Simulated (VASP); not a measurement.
# TiAl3 (Pm-3m) in VASP: single point with PBEsol

Aim: the single point of TiAl3 with PBEsol.

All numbers are computed with VASP 6.6.1; they aren't measurements. Logs are shortened: lines on timing, memory, paths and dates and some standing lists are left out, and cuts for length are marked.

### 1 The cell of the first run

Symmetry: Pm-3m, No. 221, cubic system. The conventional cell has a = 3.956 Å, b = 3.956 Å, c = 3.956 Å, α = 90.00°, β = 90.00°, γ = 90.00°. Ti (site symmetry m-3m) has 12 Al at 2.80 Å within 3.7 Å. Within 3.7 Å of Al (site symmetry 4/mmm) lie 4 Ti at 2.80 Å and 8 Al at 2.80 Å.

### 2 Single point, PBEsol, collinear spin, zero start

File INCAR:

```
SYSTEM = TiAl3
PREC = Accurate
ENCUT = 520
EDIFF = 1E-7
ISMEAR = -1
SIGMA = 0.15
LREAL = .FALSE.
LASPH = .TRUE.
NELM = 150
ALGO = Normal
ISIF = 2
LWAVE = .FALSE.
LCHARG = .FALSE.
ISPIN = 2
MAGMOM = 0 0 0 0
LORBIT = 11
LMAXMIX = 4
GGA = PS
NBANDS = 22
```

File KPOINTS:

```
regular mesh
0
G
  6 6 6
  0 0 0
```

File POSCAR:

```
TiAl3
1.0
    3.9556710000      0.0000000000      0.0000000000
    0.0000000000      3.9556710000      0.0000000000
    0.0000000000      0.0000000000      3.9556710000
Ti Al
1 3
Direct
    0.0000000000      0.0000000000      0.0000000000
    0.5000000000      0.5000000000      0.0000000000
    0.5000000000      0.0000000000      0.5000000000
    0.0000000000      0.5000000000      0.5000000000
```

Potentials or basis: VASP PAW PBE potentials, release 64 (Ti_sv, Al).

Started as:

```bash
> cat potpaw_PBE.64/Ti_sv/POTCAR potpaw_PBE.64/Al/POTCAR > POTCAR
> mpirun -np 1 vasp_std > vasp.out
```

OUTCAR:

```text
SYSTEM = TiAl3
   PREC = Accurate
   ENCUT = 520
   EDIFF = 1E-7
   ISMEAR = -1
   LREAL = .FALSE.
   LASPH = .TRUE.
   NELM = 150
   ISIF = 2
   ISPIN = 2
   LORBIT = 11
   GGA = PS

 ion  position               nearest neighbor table
   1  0.000  0.000  0.000-   2 2.80   3 2.80   4 2.80   3 2.80   4 2.80   2 2.80   4 2.80   4 2.80
                             2 2.80   3 2.80   3 2.80   2 2.80
   2  0.500  0.500  0.000-   1 2.80   3 2.80   4 2.80   3 2.80   4 2.80   1 2.80   3 2.80   3 2.80
                             1 2.80   4 2.80   4 2.80   1 2.80
   3  0.500  0.000  0.500-   1 2.80   2 2.80   4 2.80   1 2.80   2 2.80   2 2.80   4 2.80   2 2.80
                             1 2.80   4 2.80   1 2.80   4 2.80
   4  0.000  0.500  0.500-   1 2.80   2 2.80   3 2.80   1 2.80   2 2.80   1 2.80   3 2.80   1 2.80
                             2 2.80   3 2.80   2 2.80   3 2.80

  LATTYP: Found a simple cubic cell.
 ALAT       =     3.9556710000

  Lattice vectors:

 A1 = (   3.9556710000,   0.0000000000,   0.0000000000)
 A2 = (   0.0000000000,   3.9556710000,   0.0000000000)
 A3 = (   0.0000000000,   0.0000000000,   3.9556710000)

Analysis of symmetry for initial positions (statically):
=====================================================================
 Subroutine PRICEL returns:
 Original cell was already a primitive cell.

 Routine SETGRP: Setting up the symmetry group for a
 simple cubic supercell.

 Subroutine GETGRP returns: Found 48 space group operations
 (whereof 48 operations were pure point group operations)
 out of a pool of 48 trial point group operations.

The static configuration has the point symmetry O_h .

Analysis of symmetry for dynamics (positions and initial velocities):
=====================================================================
 Subroutine PRICEL returns:
 Original cell was already a primitive cell.

 Routine SETGRP: Setting up the symmetry group for a
 simple cubic supercell.

 Subroutine GETGRP returns: Found 48 space group operations
 (whereof 48 operations were pure point group operations)
 out of a pool of 48 trial point group operations.

The dynamic configuration has the point symmetry O_h .

Analysis of structural, dynamic, and magnetic symmetry:
=====================================================================
 Subroutine PRICEL returns:
 Original cell was already a primitive cell.

 Routine SETGRP: Setting up the symmetry group for a
 simple cubic supercell.

 Subroutine GETGRP returns: Found 48 space group operations
 (whereof 48 operations were pure point group operations)
 out of a pool of 48 trial point group operations.

The overall configuration has the point symmetry O_h .

 Subroutine INISYM returns: Found 48 space group operations
 (whereof 48 operations are pure point group operations),
 and found     1 'primitive' translations

----------------------------------------------------------------------------------------

                                     Primitive cell

  volume of cell :      61.8957

  direct lattice vectors                    reciprocal lattice vectors
     3.955671000  0.000000000  0.000000000     0.252801611  0.000000000  0.000000000
     0.000000000  3.955671000  0.000000000     0.000000000  0.252801611  0.000000000
     0.000000000  0.000000000  3.955671000     0.000000000  0.000000000  0.252801611

  length of vectors
     3.955671000  3.955671000  3.955671000     0.252801611  0.252801611  0.252801611

  position of ions in fractional coordinates (direct lattice)
     0.000000000  0.000000000  0.000000000
     0.500000000  0.500000000  0.000000000
     0.500000000  0.000000000  0.500000000
     0.000000000  0.500000000  0.500000000

  ion indices of the primitive-cell ions
   primitive index   ion index
                 1           1
                 2           2
                 3           3
                 4           4

----------------------------------------------------------------------------------------

 KPOINTS: regular mesh

Automatic generation of k-mesh.
 Grid dimensions read from file:
 generate k-points for:    6    6    6

 Generating k-lattice:

  Cartesian coordinates                     Fractional coordinates (reciprocal lattice)
     0.042133602  0.000000000  0.000000000     0.166666667  0.000000000  0.000000000
     0.000000000  0.042133602  0.000000000     0.000000000  0.166666667  0.000000000
     0.000000000  0.000000000  0.042133602     0.000000000  0.000000000  0.166666667

  Length of vectors
     0.042133602  0.042133602  0.042133602

  Shift w.r.t. Gamma in fractional coordinates (k-lattice)
     0.000000000  0.000000000  0.000000000

 Subroutine IBZKPT returns following result:
 ===========================================

 Found     20 irreducible k-points:

 Following reciprocal coordinates:
            Coordinates               Weight
  0.000000  0.000000  0.000000      1.000000
  0.166667  0.000000  0.000000      6.000000
  0.333333  0.000000  0.000000      6.000000
  0.500000  0.000000  0.000000      3.000000
  0.166667  0.166667  0.000000     12.000000
  0.333333  0.166667  0.000000     24.000000
[... 12 lines left out ...]
  0.500000  0.500000  0.333333      6.000000
  0.500000  0.500000  0.500000      1.000000
   k-points           NKPTS =     20   k-points in BZ     NKDIM =     20   number of bands    NBANDS=     22
   number of dos      NEDOS =    301   number of ions     NIONS =      4
   total plane-waves  NPLWV =  27000
   dimension x,y,z NGX =    30 NGY =   30 NGZ =   30
   dimension x,y,z NGXF=    60 NGYF=   60 NGZF=   60
   ions per type =               1   3
   NGX,Y,Z   is equivalent  to a cutoff of  12.61, 12.61, 12.61 a.u.
   NGXF,Y,Z  is equivalent  to a cutoff of  25.22, 25.22, 25.22 a.u.
 SYSTEM =  TiAl3
   PREC   = accura    normal or accurate (medium, high low for compatibility)
   ISTART =      0    job   : 0-new  1-cont  2-samecut
   ICHARG =      2    charge: 1-file 2-atom 10-const
   ISPIN  =      2    spin polarized calculation?
   LNONCOLLINEAR =      F non collinear calculations
   LSORBIT =      F    spin-orbit coupling
   LASPH  =      T    aspherical Exc in radial PAW
   ENCUT  =  520.0 eV  38.22 Ry    6.18 a.u.   7.35  7.35  7.35*2*pi/ulx,y,z
   NELM   =    150;   NELMIN=  2; NELMDL= -5     # of ELM steps
   EDIFF  = 0.1E-06   stopping-criterion for ELM
   LREAL  =      F    real-space projection
   EDIFFG = 0.1E-05   stopping-criterion for IOM
   NSW    =      0    number of steps for IOM
   IBRION =     -1    ionic relax: 0-MD 1-quasi-New 2-CG
   NFREE  =      0    steps in history (QN), initial steepest desc. (CG)
   ISIF   =      2    stress and relaxation
   ISYM   =      2    0-nonsym 1-usesym 2-fastsym
   POTIM  = 0.5000    time-step for ionic-motion
   TEBEG  =    0.0;   TEEND  =   0.0 temperature during run
   PSTRESS=    0.0 pullay stress
   NELECT =      21.0000    total number of electrons
   NUPDOWN=      -1.0000    fix difference up-down
   EMIN   =  10.00;   EMAX   =-10.00  energy-range for DOS
   EFERMI =   0.00;   METHOD = LEGACY
   ISMEAR =    -1;   SIGMA  =   0.15  broadening in eV -4-tet -1-fermi 0-gaus
   EFERMI_NEDOS =   21; number of points for ismear=-14 and -15
   IALGO  =     38    algorithm
   IMIX   =      4    mixing-type and parameters
     AMIX     =   0.40;   BMIX     =  1.00
     AMIX_MAG =   1.60;   BMIX_MAG =  1.00
  volume/ion in A,a.u.               =      15.47       104.42
  Fermi-wavevector in a.u.,A,eV,Ry     =   1.141812  2.157711 17.738373  1.303734
  Thomas-Fermi vector in A             =   2.278511
   LORBIT       =     11    0 simple, 1 ext, 2 COOP (PROOUT), +10 PAW based schemes
   GGA     = PS    functional components
   LHFCALC =     F    Hartree Fock is set to
   AEXX    =    0.0000 exact exchange contribution
   IVDW    =     0    specifies the selected vdW correction
   LEPSILON=     F    determine dielectric tensor
   LRPA    =     F    only Hartree local field effects (RPA)
 spin polarized calculation
  energy-cutoff  :      520.00
  volume of cell :       61.90
 maximum number of plane-waves:      1743
 NGX is ok and might be reduce to    30
   NGX = 15   NGY = 15   NGZ = 15

 number of electron      20.9999997 magnetization      -0.0000064

 number of electron      20.9999997 magnetization       0.0000017

 Free energy of the ion-electron system (eV)
  ---------------------------------------------------
  ext. energy  EPLUGINS =         0.00000000
  ---------------------------------------------------
  free energy    TOTEN  =       -22.20816711 eV

  energy without entropy =      -22.05865369  energy(sigma->0) =      -22.13341040

 E-fermi :   8.9847     XC(G=0): -10.9149

 val. band max:        8.9802576774   @ k =   0.3333   0.3333   0.0000
 cond. band min:       9.0844361217   @ k =   0.3333   0.3333   0.1667
 fundamental gap:      0.1041784443
 Fermi energy:         8.9846566654

 spin component 1

 k-point     1 :       0.0000    0.0000    0.0000
  band No.  band energies     occupation
      1     -47.6740      1.00000
      2     -24.0807      1.00000
      3     -24.0807      1.00000
      4     -24.0807      1.00000
      5      -1.7761      1.00000
      6       5.9357      1.00000
[... 14 lines left out ...]
     21      17.0954      0.00000
     22      17.0954      0.00000

 k-point     2 :       0.1667    0.0000    0.0000
  band No.  band energies     occupation
      1     -47.6738      1.00000
      2     -24.0859      1.00000
      3     -24.0803      1.00000
      4     -24.0803      1.00000
      5      -1.5069      1.00000
      6       4.4144      1.00000
[... 14 lines left out ...]
     21      16.2334      0.00000
     22      16.4427      0.00000
[... 408 lines left out ...]
      6       3.5220      1.00000
[... 14 lines left out ...]
     21      19.7319      0.00000
     22      21.0394      0.00000

 k-point    20 :       0.5000    0.5000    0.5000
  band No.  band energies     occupation
      1     -47.6716      1.00000
      2     -24.0962      1.00000
      3     -24.0962      1.00000
      4     -24.0962      1.00000
      5       3.8883      1.00000
      6       3.8883      1.00000
[... 14 lines left out ...]
     21      20.9240      0.00000
     22      20.9240      0.00000
 Fermi energy:         8.9846566654

 spin component 2

 k-point     1 :       0.0000    0.0000    0.0000
  band No.  band energies     occupation
      1     -47.6740      1.00000
      2     -24.0807      1.00000
      3     -24.0807      1.00000
      4     -24.0807      1.00000
      5      -1.7761      1.00000
      6       5.9357      1.00000
[... 14 lines left out ...]
     21      17.0954      0.00000
     22      17.0954      0.00000

 k-point     2 :       0.1667    0.0000    0.0000
  band No.  band energies     occupation
      1     -47.6738      1.00000
      2     -24.0859      1.00000
      3     -24.0803      1.00000
      4     -24.0803      1.00000
      5      -1.5069      1.00000
      6       4.4144      1.00000
[... 14 lines left out ...]
     21      16.2334      0.00000
     22      16.4427      0.00000
[... 423 lines left out ...]
     21      19.7319      0.00000
     22      21.0395      0.00000

 k-point    20 :       0.5000    0.5000    0.5000
  band No.  band energies     occupation
      1     -47.6716      1.00000
      2     -24.0962      1.00000
      3     -24.0962      1.00000
      4     -24.0962      1.00000
      5       3.8883      1.00000
      6       3.8883      1.00000
[... 14 lines left out ...]
     21      20.9240      0.00000
     22      20.9244      0.00000

------------------------ aborting loop because EDIFF is reached ----------------------------------------

  FORCE on cell =-STRESS in cart. coord.  units (eV):
  Direction    XX          YY          ZZ          XY          YZ          ZX
  --------------------------------------------------------------------------------------
  -------------------------------------------------------------------------------------
  Total       -0.1138387     -0.1138387     -0.1138387     -0.0000000     -0.0000000      0.0000000
  in kB       -2.9467289     -2.9467289     -2.9467289     -0.0000000     -0.0000000      0.0000000
  external PRESSURE =      -2.9467289 kB  Pullay stress =       0.0000000 kB

 VOLUME and BASIS-vectors are now :
 -----------------------------------------------------------------------------
  energy-cutoff  :      520.00
  volume of cell :       61.90
      direct lattice vectors                 reciprocal lattice vectors
     3.955671000  0.000000000  0.000000000     0.252801611  0.000000000  0.000000000
     0.000000000  3.955671000  0.000000000     0.000000000  0.252801611  0.000000000
     0.000000000  0.000000000  3.955671000     0.000000000  0.000000000  0.252801611

 POSITION                                       TOTAL-FORCE (eV/Angst)
 -----------------------------------------------------------------------------------
      0.00000      0.00000      0.00000         0.000000      0.000000      0.000000
      1.97784      1.97784      0.00000         0.000000      0.000000      0.000000
      1.97784      0.00000      1.97784         0.000000      0.000000      0.000000
      0.00000      1.97784      1.97784         0.000000      0.000000      0.000000
 -----------------------------------------------------------------------------------
    total drift:                                0.000000     -0.000000      0.000000

  FREE ENERGIE OF THE ION-ELECTRON SYSTEM (eV)
  ---------------------------------------------------
  free  energy   TOTEN  =       -22.2081671051 eV

  energy  without entropy=      -22.0586536930  energy(sigma->0) =      -22.13341040

 total charge

# of ion       s       p       d       tot
------------------------------------------
    1        2.167   6.099   2.076  10.342
    2        0.410   0.405   0.000   0.815
    3        0.410   0.405   0.000   0.815
    4        0.410   0.405   0.000   0.815
--------------------------------------------------
tot          3.397   7.316   2.076  12.788

 magnetization (x)

# of ion       s       p       d       tot
------------------------------------------
    1       -0.000  -0.000  -0.000  -0.000
    2       -0.000   0.000   0.000   0.000
    3       -0.000   0.000   0.000   0.000
    4       -0.000   0.000   0.000   0.000
--------------------------------------------------
tot         -0.000   0.000  -0.000  -0.000
```

It took 1.7 min on 1 thread of Intel Xeon 8259CL, shared host; peak memory 0.21 GiB.

Results:

```yaml
Free_energy: -22.2082 eV
Pressure: -0.3 GPa
Net_moment: 0.00 μB per cell
Valence_electrons_inside_the_program's_atomic_spheres: Ti 10.34; Al 0.81
```

Caveat: the PAW data sets were made with another functional, which shifts forces and pressure a little.
